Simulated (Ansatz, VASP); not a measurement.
## Two plane-wave programs on NaI

The input POSCAR:

```
NaI
1.0
    0.0000000000      3.1878540000      3.3334920000
    3.1878540000      0.0000000000      3.3334920000
    3.1878540000      3.1878540000      0.0000000000
Na I
1 1
Direct
    0.0000000000      0.0000000000      0.0000000000
    0.5000000000      0.5000000000      0.5000000000
```

File INCAR.step1:

```
PREC = Accurate
ENCUT = 520
ISMEAR = 0
SIGMA = 0.05
LREAL = False
LASPH = True
NELM = 60
NBANDS = 14
GGA = PE
ALGO = Normal
EDIFF = 1E-4
LWAVE = True
LCHARG = False
```

Contents of INCAR.step2:

```
PREC = Accurate
ENCUT = 520
EDIFF = 1E-7
ISMEAR = 0
SIGMA = 0.05
LREAL = False
LASPH = True
NELM = 60
ALGO = Normal
ISIF = 2
LWAVE = False
LCHARG = True
METAGGA = R2SCAN
LMIXTAU = True
LELF = True
LVHAR = True
NBANDS = 14
ISTART = 1
```

Contents of KPOINTS:

```
regular mesh
0
Gamma
  6 6 6
```

Input for Ansatz:

```yaml
crystal:
  lattice:
    - [0.0, 3.187854, 3.333492]
    - [3.187854, 0.0, 3.333492]
    - [3.187854, 3.187854, 0.0]
  atoms:
    - { symbol: Na, position: [0.0, 0.0, 0.0] }
    - { symbol: I, position: [0.5, 0.5, 0.5] }
basis:
  ecutwfc: 500
kpoints:
  mp_grid: { grid: [6, 6, 6] }
hamiltonian:
  xc: r2scan
scf:
  occupations: { method: gaussian, width: 0.05 }
output:
  forces: true
  stress: true
  eigenvalues: true
```

Change from the starting cell: strain -0.015 along x and y, +0.030 along z, atoms carried along.

Alike in both runs: task single point; functional r2SCAN; k mesh 6 × 6 × 6; occupations gaussian, width 0.05 eV; no spin polarisation.

|  | VASP | Ansatz |
| --- | --- | --- |
| version | VASP 6.6.1 | Ansatz 0.2.0 |
| potentials or method | VASP PAW PBE potentials, release 64 (Na_pv, I), cutoff 520 eV | scalar-relativistic, plane waves, PAW |
| valence electrons in the cell | 14 | 26 |

VASP gave:

```
gap on the k mesh at the Fermi level (eV)                     : 4.42
least direct gap on the mesh (eV)                             : 4.42
pressure (GPa)                                                : -0.1
traceless stress, the component that is largest in VASP (GPa) : -0.77
```

**Question.** Which values does Ansatz return?

**Answer.** gap on the k mesh at the Fermi level (eV): 4.41; least direct gap on the mesh (eV): 4.41; pressure (GPa): 0.0; traceless stress, the component that is largest in VASP (GPa): -0.75.

VASP's potentials were made for PBE, not for r2SCAN. VASP's potentials hold 14 valence electrons a cell and Ansatz's 26, so a difference there can come from the potentials and not from the codes.

Neither program's run includes spin-orbit coupling.
